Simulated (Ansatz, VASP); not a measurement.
**Two plane-wave programs on AlP**

```xyz
2
Lattice="0.0000 2.7168 2.7168 2.7168 0.0000 2.7168 2.7168 2.7168 0.0000" Properties=species:S:1:pos:R:3 pbc="T T T"
Al    0.0000    0.0000    0.0000
P     1.3584    1.3584    1.3584
```

Alike in both runs: functional LDA; k mesh 12 × 12 × 12; occupations gaussian, width 0.02 eV; no spin polarisation.

Ansatz relaxed the structure, and its values are those at the end. VASP's run is a single point on that final structure, the one shown.

```csv
,VASP,Ansatz
version,VASP 6.6.1,Ansatz 0.2.0
potentials or method,"VASP PAW LDA potentials, release 64 (Al, P), cutoff 500 eV","scalar-relativistic, plane waves, PAW"
valence electrons in the cell,8,8
```

VASP gave:

| Property | Result |
| --- | --- |
| gap on the k mesh at the Fermi level (eV) | 1.41 |
| least direct gap on the mesh (eV) | 3.24 |
| pressure (GPa) | 0.1 |

Question: Estimate Ansatz's values.

Answer: gap on the k mesh at the Fermi level (eV): 1.42; least direct gap on the mesh (eV): 3.23; pressure (GPa): 0.0.

Ansatz warns that its potentials were made for another functional, while VASP's fit it. LDA's correlation is that of Perdew and Zunger in VASP and of Perdew and Wang (1992) in Ansatz.
